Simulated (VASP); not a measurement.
Input of a VASP 6.6.1 run:

File INCAR:

```
PREC = Accurate
ENCUT = 520
EDIFF = 1E-7
ISMEAR = 0
SIGMA = 0.05
LREAL = False
LASPH = True
NELM = 80
ALGO = Normal
ISIF = 2
LWAVE = False
LCHARG = False
GGA = PS
NBANDS = 11
```

KPOINTS

```
regular mesh
0
Gamma
  10 10 10
```

Contents of POSCAR:

```
AlN
1.0
    0.0000000000      2.0354507106      2.2652596618
    2.2652596618      0.0000000000      2.2652596618
    2.2652596618      2.0354507106      0.0000000000
Al N
1 1
Direct
   -0.0090133114      0.0090133114      0.0090133114
    0.7673622480      0.7326377520      0.7326377520
```

Potentials or basis: VASP PAW PBE potentials, release 64 (Al, N).

Launch:

```bash
$ cat potpaw_PBE.64/Al/POTCAR potpaw_PBE.64/N/POTCAR > POTCAR
$ mpirun -np 1 vasp_std > vasp.out
```

(1) What does it give for the largest force?

(2) What does it give for the pressure?

(3) Predict the band gap on the k mesh.

Results:

(1) 1.754 eV/Å.

(2) 1.7 GPa.

(3) 2.55 eV, indirect (least direct gap 3.63 eV).

Caveat: the cell differs from its parent crystal (mode 4 frozen in at -0.076 Å, strain +e along z and -e/2 along x and y -0.0700); the PAW data sets were made with another functional, which shifts forces and pressure a little.
